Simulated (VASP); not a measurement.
Set up this calculation in VASP 6.6.1, as the native input.

```
Task                   : single point
Functional             : PBE
Dispersion             : D3(BJ)
Potentials or basis    : VASP PAW PBE potentials, release 64 (Te, Mo_sv)
Cutoff                 : 520 eV
k mesh                 : 9 × 9 × 4
Occupations            : gaussian, width 0.05 eV
Spin                   : no spin polarisation
Dipole correction      : no
Further INCAR settings : ALGO = Normal; EDIFF = 1e-06; NBANDS = 20
```

The structure of Te2Mo lies in POSCAR:

```
Te2Mo
1.0
    3.4951583719      0.0000000000      0.0000000000
   -1.7475791860      3.0268959403      0.0000000000
    0.0000000000      0.0000000000      7.6245546660
Te Mo
2 1
Direct
    0.3278574128      0.6852986067      0.7614144829
    0.3574411939      0.6852986067      0.2385855171
   -0.0247778587     -0.0495557175      0.0000000000
```

This cell differs from its parent crystal: atoms displaced along a vibrational mode.

These files were run (other wordings do the same):

INCAR

```
SYSTEM = Te2Mo
  ALGO = Normal
  EDIFF = 1E-6
  ENCUT = 520
  GGA = PE
  ISIF = 2
  ISMEAR = 0
  IVDW = 12
  LASPH = .TRUE.
  LCHARG = .FALSE.
  LREAL = .FALSE.
  LWAVE = .FALSE.
  NBANDS = 20
  NELM = 60
  PREC = Accurate
  SIGMA = 0.05
```

KPOINTS

```
k-points
0
G
  9 9 4
  0 0 0
```

Potentials or basis: VASP PAW PBE potentials, release 64 (Te, Mo_sv).

The run is started by

```bash
$ cat potpaw_PBE.64/Te/POTCAR potpaw_PBE.64/Mo_sv/POTCAR > POTCAR
$ mpirun -np 1 vasp_std > vasp.out
```

Results of the run:

- Pressure: 1.3 GPa
- Largest force: 2.639 eV/Å
- Band gap on the k mesh: 0.80 eV (least direct gap 1.16 eV)
- Dispersion energy per atom: -0.499 eV

Caveat: the cell differs from its parent crystal (atoms displaced along a vibrational mode); spin-orbit coupling is left out, which moves the levels of the heavy elements; an odd mesh through Γ misses points on the zone boundary, where band edges can lie; forces of over 1 eV/Å act on the atoms, so gaps and moduli don't describe the material at rest.

Wall time 3.1 min on 1 thread of Intel(R) Xeon(R) Platinum 8375C CPU @ 2.90GHz (Ice Lake), with other jobs on the host, peak memory 0.31 GiB.
